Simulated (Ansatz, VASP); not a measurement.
## Two plane-wave programs on Rb2N

```xyz
3
Lattice="4.4831 0.0000 0.0000 -2.2416 3.8825 0.0000 0.0000 0.0000 7.0552" Properties=species:S:1:pos:R:3 pbc="T T T"
Rb    0.0000    2.5883    1.3286
Rb    2.2416    1.2942    5.7266
N     0.0000    0.0000    0.0000
```

Change from the starting cell: species swapped into the TiSe2 type (P-3m1, No. 164).

Alike in both runs: functional PBE; k mesh 15 × 15 × 8; occupations gaussian, width 0.1 eV; no spin polarisation.

Ansatz relaxed the structure, and its values are those at the end. VASP's run is a single point on that final structure, the one shown.

```csv
,VASP,Ansatz
version,VASP 6.6.1,Ansatz 0.2.0
potentials or method,"VASP PAW PBE potentials, release 64 (Rb_sv, N), cutoff 520 eV","scalar-relativistic, plane waves, PAW"
valence electrons in the cell,23,23
```

|  | VASP | Ansatz | Ansatz less VASP |
| --- | --- | --- | --- |
| gap on the k mesh at the Fermi level (eV) | none | none | - |
| pressure (GPa) | 0.0 | 0.0 | -0.04 |
| rms of the force components (eV/Å) | 0.006 | 0.000 | -0.0064 |

A gap of «none» marks a metal or a gap that the smearing closes.
